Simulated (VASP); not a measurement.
Here is a VASP 6.6.1 calculation.

Contents of INCAR:

```
SYSTEM = PdBr
  ALGO = Normal
  EDIFF = 1E-6
  ENCUT = 520
  GGA = PE
  ISIF = 2
  ISMEAR = -1
  LASPH = .TRUE.
  LCHARG = .FALSE.
  LREAL = .FALSE.
  LWAVE = .FALSE.
  NBANDS = 16
  NELM = 100
  PREC = Accurate
  SIGMA = 0.1
```

Contents of KPOINTS:

```
k-points
0
G
  13 13 13
  0 0 0
```

File POSCAR:

```
PdBr
1.0
    0.0000000000      2.7464078704      2.7464078704
    2.7464078704      0.0000000000      2.7464078704
    2.7464078704      2.7464078704      0.0000000000
Pd Br
1 1
Direct
    0.0000000000      0.0000000000      0.0000000000
    0.5000000000      0.5000000000      0.5000000000
```

Potentials or basis: VASP PAW PBE potentials, release 64 (Pd, Br).

The run is started by

```console
$ cat potpaw_PBE.64/Pd/POTCAR potpaw_PBE.64/Br/POTCAR > POTCAR
$ mpirun -np 1 vasp_std > vasp.out
```

(1) Estimate the pressure.

Results:

(1) 0.0 GPa.

Caveat: an odd number of electrons without spin polarisation forces a metal; a magnetic or distorted state may lie lower.
